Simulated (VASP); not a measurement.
# Gd (Fm-3m) in VASP: a series of runs

Runs on Gd. Level: LDA. Tasks: single point.

Everything below comes from runs of VASP 6.6.1. Logs are shortened: lines on timing, memory, paths and dates and some standing lists are left out, and cuts for length are marked.

**1. The cell of the first run**

It takes space group Fm-3m (No. 225, cubic). The conventional cell has a = 4.000 Å, b = 4.000 Å, c = 4.000 Å, α = 90.00°, β = 90.00°, γ = 90.00°. Gd (site symmetry m-3m) has 12 Gd at 2.83 Å within 3.7 Å.

**2. Single point, LDA, collinear spin, ferromagnetic start**

INCAR

```
SYSTEM = Gd
  ALGO = Normal
  EDIFF = 1E-7
  ENCUT = 520
  GGA = CA
  ISIF = 2
  ISMEAR = 0
  ISPIN = 2
  LASPH = .TRUE.
  LCHARG = .FALSE.
  LMAXMIX = 6
  LORBIT = 11
  LREAL = .FALSE.
  LWAVE = .FALSE.
  MAGMOM = 7
  NBANDS = 19
  NELM = 150
  PREC = Accurate
  SIGMA = 0.05
```

KPOINTS

```
k-points
0
G
  8 8 8
  0 0 0
```

POSCAR

```
Gd
1.0
    0.0000000000      2.0000523923      2.0000523923
    2.0000523923      0.0000000000      2.0000523923
    2.0000523923      2.0000523923      0.0000000000
Gd
1
Direct
    0.0000000000      0.0000000000      0.0000000000
```

Potentials or basis: VASP PAW PBE potentials, release 64 (Gd).

On the command line:

```bash
> cat potpaw_PBE.64/Gd/POTCAR > POTCAR
> mpirun -np 1 vasp_std > vasp.out
```

OUTCAR:

```text
SYSTEM = Gd
   EDIFF = 1E-7
   ENCUT = 520
   GGA = CA
   ISIF = 2
   ISMEAR = 0
   ISPIN = 2
   LASPH = .TRUE.
   LORBIT = 11
   LREAL = .FALSE.
   NELM = 150
   PREC = Accurate

 ion  position               nearest neighbor table
   1  0.000  0.000  0.000-

  LATTYP: Found a face centered cubic cell.
 ALAT       =     4.0001047846

  Lattice vectors:

 A1 = (   0.0000000000,   2.0000523923,   2.0000523923)
 A2 = (   2.0000523923,   0.0000000000,   2.0000523923)
 A3 = (   2.0000523923,   2.0000523923,   0.0000000000)

Analysis of symmetry for initial positions (statically):
=====================================================================
 Subroutine PRICEL returns:
 Original cell was already a primitive cell.

 Routine SETGRP: Setting up the symmetry group for a
 face centered cubic supercell.

 Subroutine GETGRP returns: Found 48 space group operations
 (whereof 48 operations were pure point group operations)
 out of a pool of 48 trial point group operations.

The static configuration has the point symmetry O_h .

Analysis of symmetry for dynamics (positions and initial velocities):
=====================================================================
 Subroutine PRICEL returns:
 Original cell was already a primitive cell.

 Routine SETGRP: Setting up the symmetry group for a
 face centered cubic supercell.

 Subroutine GETGRP returns: Found 48 space group operations
 (whereof 48 operations were pure point group operations)
 out of a pool of 48 trial point group operations.

The dynamic configuration has the point symmetry O_h .

Analysis of structural, dynamic, and magnetic symmetry:
=====================================================================
 Subroutine PRICEL returns:
 Original cell was already a primitive cell.

 Routine SETGRP: Setting up the symmetry group for a
 face centered cubic supercell.

 Subroutine GETGRP returns: Found 48 space group operations
 (whereof 48 operations were pure point group operations)
 out of a pool of 48 trial point group operations.

The overall configuration has the point symmetry O_h .

 Subroutine INISYM returns: Found 48 space group operations
 (whereof 48 operations are pure point group operations),
 and found     1 'primitive' translations

----------------------------------------------------------------------------------------

                                     Primitive cell

  volume of cell :      16.0013

  direct lattice vectors                    reciprocal lattice vectors
     0.000000000  2.000052392  2.000052392    -0.249993451  0.249993451  0.249993451
     2.000052392  0.000000000  2.000052392     0.249993451 -0.249993451  0.249993451
     2.000052392  2.000052392  0.000000000     0.249993451  0.249993451 -0.249993451

  length of vectors
     2.828501219  2.828501219  2.828501219     0.433001359  0.433001359  0.433001359

  position of ions in fractional coordinates (direct lattice)
     0.000000000  0.000000000  0.000000000

  ion indices of the primitive-cell ions
   primitive index   ion index
                 1           1

----------------------------------------------------------------------------------------

 KPOINTS: k-points

Automatic generation of k-mesh.
 Grid dimensions read from file:
 generate k-points for:    8    8    8

 Generating k-lattice:

  Cartesian coordinates                     Fractional coordinates (reciprocal lattice)
    -0.031249181  0.031249181  0.031249181     0.125000000  0.000000000  0.000000000
     0.031249181 -0.031249181  0.031249181     0.000000000  0.125000000  0.000000000
     0.031249181  0.031249181 -0.031249181     0.000000000  0.000000000  0.125000000

  Length of vectors
     0.054125170  0.054125170  0.054125170

  Shift w.r.t. Gamma in fractional coordinates (k-lattice)
     0.000000000  0.000000000  0.000000000

 Subroutine IBZKPT returns following result:
 ===========================================

 Found     29 irreducible k-points:

 Following reciprocal coordinates:
            Coordinates               Weight
  0.000000  0.000000  0.000000      1.000000
  0.125000  0.000000  0.000000      8.000000
  0.250000  0.000000  0.000000      8.000000
  0.375000  0.000000  0.000000      8.000000
  0.500000  0.000000  0.000000      4.000000
  0.125000  0.125000  0.000000      6.000000
[... 16 lines left out ...]
  0.500000  0.250000  0.125000     48.000000
 -0.375000  0.250000  0.125000     24.000000
 [... further k-points ...]
   k-points           NKPTS =     29   k-points in BZ     NKDIM =     29   number of bands    NBANDS=     19
   number of dos      NEDOS =    301   number of ions     NIONS =      1
   total plane-waves  NPLWV =  13824
   dimension x,y,z NGX =    24 NGY =   24 NGZ =   24
   dimension x,y,z NGXF=    48 NGYF=   48 NGZF=   48
   ions per type =               1
   NGX,Y,Z   is equivalent  to a cutoff of  14.11, 14.11, 14.11 a.u.
   NGXF,Y,Z  is equivalent  to a cutoff of  28.21, 28.21, 28.21 a.u.
 SYSTEM =  Gd
   PREC   = accura    normal or accurate (medium, high low for compatibility)
   ISTART =      0    job   : 0-new  1-cont  2-samecut
   ICHARG =      2    charge: 1-file 2-atom 10-const
   ISPIN  =      2    spin polarized calculation?
   LNONCOLLINEAR =      F non collinear calculations
   LSORBIT =      F    spin-orbit coupling
   LASPH  =      T    aspherical Exc in radial PAW
   ENCUT  =  520.0 eV  38.22 Ry    6.18 a.u.   5.26  5.26  5.26*2*pi/ulx,y,z
   NELM   =    150;   NELMIN=  2; NELMDL= -5     # of ELM steps
   EDIFF  = 0.1E-06   stopping-criterion for ELM
   LREAL  =      F    real-space projection
   EDIFFG = 0.1E-05   stopping-criterion for IOM
   NSW    =      0    number of steps for IOM
   IBRION =     -1    ionic relax: 0-MD 1-quasi-New 2-CG
   NFREE  =      0    steps in history (QN), initial steepest desc. (CG)
   ISIF   =      2    stress and relaxation
   ISYM   =      2    0-nonsym 1-usesym 2-fastsym
   POTIM  = 0.5000    time-step for ionic-motion
   TEBEG  =    0.0;   TEEND  =   0.0 temperature during run
   PSTRESS=    0.0 pullay stress
   NELECT =      18.0000    total number of electrons
   NUPDOWN=      -1.0000    fix difference up-down
   EMIN   =  10.00;   EMAX   =-10.00  energy-range for DOS
   EFERMI =   0.00;   METHOD = LEGACY
   ISMEAR =     0;   SIGMA  =   0.05  broadening in eV -4-tet -1-fermi 0-gaus
   EFERMI_NEDOS =   21; number of points for ismear=-14 and -15
   IALGO  =     38    algorithm
   IMIX   =      4    mixing-type and parameters
     AMIX     =   0.40;   BMIX     =  1.00
     AMIX_MAG =   1.60;   BMIX_MAG =  1.00
  volume/ion in A,a.u.               =      16.00       107.98
  Fermi-wavevector in a.u.,A,eV,Ry     =   1.702607  3.217460 39.441507  2.898869
  Thomas-Fermi vector in A             =   2.782345
   LORBIT       =     11    0 simple, 1 ext, 2 COOP (PROOUT), +10 PAW based schemes
   GGA     = CA    functional components
   LHFCALC =     F    Hartree Fock is set to
   AEXX    =    0.0000 exact exchange contribution
   IVDW    =     0    specifies the selected vdW correction
   LEPSILON=     F    determine dielectric tensor
   LRPA    =     F    only Hartree local field effects (RPA)
 spin polarized calculation
 Gauss-broadening in eV      SIGMA  =   0.05
  energy-cutoff  :      520.00
  volume of cell :       16.00
 maximum number of plane-waves:       445
 NGX is ok and might be reduce to    24
   NGX = 11   NGY = 11   NGZ = 11

 number of electron      17.9999999 magnetization       6.8923714

 Free energy of the ion-electron system (eV)
  ---------------------------------------------------
  ext. energy  EPLUGINS =         0.00000000
  ---------------------------------------------------
  free energy    TOTEN  =       -10.17943757 eV

  energy without entropy =      -10.17818521  energy(sigma->0) =      -10.17881139

 E-fermi :   6.9417     XC(G=0): -14.0768

 val. band max:        6.9361942250   @ k =   0.2500   0.1250   0.0000
 cond. band min:       6.9903431849   @ k =  -0.3750   0.3750   0.0000
 fundamental gap:      0.0541489599
 Fermi energy:         6.9417467090

 spin component 1

 k-point     1 :       0.0000    0.0000    0.0000
  band No.  band energies     occupation
      1     -37.7484      1.00000
      2     -12.4240      1.00000
      3     -12.4240      1.00000
      4     -12.4240      1.00000
      5       3.0407      1.00000
      6       3.0538      1.00000
[... 11 lines left out ...]
     18      19.8351      0.00000
     19      25.5013      0.00000

 k-point     2 :       0.1250    0.0000    0.0000
  band No.  band energies     occupation
      1     -37.6069      1.00000
      2     -13.3689      1.00000
      3     -12.5264      1.00000
      4     -12.5264      1.00000
      5       3.0483      1.00000
      6       3.5066      1.00000
[... 476 lines left out ...]
 k-point    24 :      -0.3750    0.2500    0.1250
  band No.  band energies     occupation
      1     -36.5082      1.00000
      2     -17.0206      1.00000
      3     -14.6550      1.00000
      4     -13.5896      1.00000
      5       3.1146      1.00000
      6       3.4771      1.00000
[... 11 lines left out ...]
     18      23.7083      0.00000
     19      25.0862      0.00000

 [... further k-points ...]

 spin component 2

 k-point     1 :       0.0000    0.0000    0.0000
  band No.  band energies     occupation
      1     -35.1499      1.00000
      2     -10.1561      1.00000
      3     -10.1561      1.00000
      4     -10.1561      1.00000
      5       4.0428      1.00000
      6       7.0842      0.00003
[... 11 lines left out ...]
     18      21.2044      0.00000
     19      26.5353      0.00000

 k-point     2 :       0.1250    0.0000    0.0000
  band No.  band energies     occupation
      1     -34.9903      1.00000
      2     -11.2359      1.00000
      3     -10.2708      1.00000
      4     -10.2708      1.00000
      5       5.0711      1.00000
      6       6.8746      0.97116
[... 476 lines left out ...]
 k-point    24 :      -0.3750    0.2500    0.1250
  band No.  band energies     occupation
      1     -33.7279      1.00000
      2     -15.2861      1.00000
      3     -12.6703      1.00000
      4     -11.4668      1.00000
      5       5.9643      1.00000
      6       6.5883      1.00000
[... 11 lines left out ...]
     18      25.2541      0.00000
     19      26.3316      0.00000

 [... further k-points ...]

------------------------ aborting loop because EDIFF is reached ----------------------------------------

  FORCE on cell =-STRESS in cart. coord.  units (eV):
  Direction    XX          YY          ZZ          XY          YZ          ZX
  --------------------------------------------------------------------------------------
  -------------------------------------------------------------------------------------
  Total        6.0603867      6.0603867      6.0603867     -0.0000000      0.0000000     -0.0000000
  in kB      606.8156978    606.8156978    606.8156978     -0.0000000      0.0000000     -0.0000000
  external PRESSURE =     606.8156978 kB  Pullay stress =       0.0000000 kB

 VOLUME and BASIS-vectors are now :
 -----------------------------------------------------------------------------
  energy-cutoff  :      520.00
  volume of cell :       16.00
      direct lattice vectors                 reciprocal lattice vectors
     0.000000000  2.000052392  2.000052392    -0.249993451  0.249993451  0.249993451
     2.000052392  0.000000000  2.000052392     0.249993451 -0.249993451  0.249993451
     2.000052392  2.000052392  0.000000000     0.249993451  0.249993451 -0.249993451

 POSITION                                       TOTAL-FORCE (eV/Angst)
 -----------------------------------------------------------------------------------
      0.00000      0.00000      0.00000         0.000000      0.000000      0.000000
 -----------------------------------------------------------------------------------
    total drift:                                0.000000     -0.000000     -0.000000

  FREE ENERGIE OF THE ION-ELECTRON SYSTEM (eV)
  ---------------------------------------------------
  free  energy   TOTEN  =       -10.1794375744 eV

  energy  without entropy=      -10.1781852106  energy(sigma->0) =      -10.17881139

 total charge

# of ion       s       p       d       f       tot
--------------------------------------------------
    1        2.103   5.485   1.182   7.143  15.913

 magnetization (x)

# of ion       s       p       d       f       tot
--------------------------------------------------
    1        0.025  -0.016   0.132   6.507   6.649
```

It took 37 s on 1 thread of Intel Xeon Platinum 8259CL at 2.50GHz (Skylake/Cascade Lake), shared host; peak memory 0.15 GiB.

Results:

```
Free energy                                           : -10.1794 eV
Pressure                                              : 60.7 GPa
Net moment                                            : 6.89 μB per cell
Site moments                                          : Gd +6.65 μB
Valence electrons inside the program's atomic spheres : Gd 15.91
```

Caveat: the PAW data sets were made with another functional, which shifts forces and pressure a little; spin-orbit coupling is left out, which moves the levels of the heavy elements. The state reached can hang on the start; a lower one may exist.

**3. Single point, LDA, collinear spin, ferromagnetic start**

This run uses another cell than the first one, of 17.72 Å³/atom, 1.108 times its volume.

INCAR

```
SYSTEM = Gd
PREC = Accurate
ENCUT = 520
EDIFF = 1E-7
ISMEAR = 0
SIGMA = 0.05
LREAL = .FALSE.
LASPH = .TRUE.
NELM = 150
ALGO = Normal
ISIF = 2
LWAVE = .FALSE.
LCHARG = .FALSE.
ISPIN = 2
MAGMOM = 7
LORBIT = 11
LMAXMIX = 6
GGA = CA
NBANDS = 19
```

KPOINTS

```
Automatic mesh
0
G
  8 8 8
  0 0 0
```

POSCAR

```
Gd
1.0
    0.0000000000      2.0694194240      2.0694194240
    2.0694194240      0.0000000000      2.0694194240
    2.0694194240      2.0694194240      0.0000000000
Gd
1
Direct
    0.0000000000      0.0000000000      0.0000000000
```

Potentials or basis: VASP PAW PBE potentials, release 64 (Gd).

On the command line:

```bash
> cat potpaw_PBE.64/Gd/POTCAR > POTCAR
> mpirun -np 1 vasp_std > vasp.out
```

It took 39 s on 1 thread of Intel Xeon Platinum 8259CL at 2.50GHz (Skylake/Cascade Lake), shared host; peak memory 0.15 GiB.

It converged, with:

| Property | Result |
| --- | --- |
| Free energy | -10.7160 eV |
| Pressure | 40.2 GPa |
| Net moment | 6.90 μB per cell |
| Site moments | Gd +6.67 μB |
| Valence electrons inside the program's atomic spheres | Gd 15.75 |

Levels at points of the mesh, in eV from the Fermi level:
Spin up:
```tsv
k point	band 9	band 10	band 11	band 12	band 13	band 14	band 15	band 16
(0.00, 0.00, 0.00)	-3.48	-2.96	-2.96	-2.96	1.88	1.88	1.88	6.46
(0.50, 0.00, 0.00)	-3.15	-3.06	-3.06	-2.94	1.42	1.42	5.85	10.23
(0.50, 0.50, 0.00)	-3.32	-3.22	-3.13	-3.13	-3.06	9.04	10.33	11.49
```
Spin down:
| k point | band 2 | band 3 | band 4 | band 5 | band 6 | band 7 | band 8 | band 9 | band 10 | band 11 |
| --- | --- | --- | --- | --- | --- | --- | --- | --- | --- | --- |
| (0.00, 0.00, 0.00) | -17.60 | -17.60 | -17.60 | -3.54 | 0.28 | 1.03 | 1.03 | 1.03 | 1.91 | 1.91 |
| (0.50, 0.00, 0.00) | -22.24 | -18.17 | -18.17 | -2.41 | 0.37 | 1.13 | 1.13 | 1.49 | 1.73 | 1.73 |
| (0.50, 0.50, 0.00) | -21.87 | -19.26 | -19.26 | -3.70 | -2.61 | 1.19 | 1.33 | 1.33 | 1.44 | 1.61 |

Caveat: the PAW data sets were made with another functional, which shifts forces and pressure a little; spin-orbit coupling is left out, which moves the levels of the heavy elements. The state reached can hang on the start; a lower one may exist.
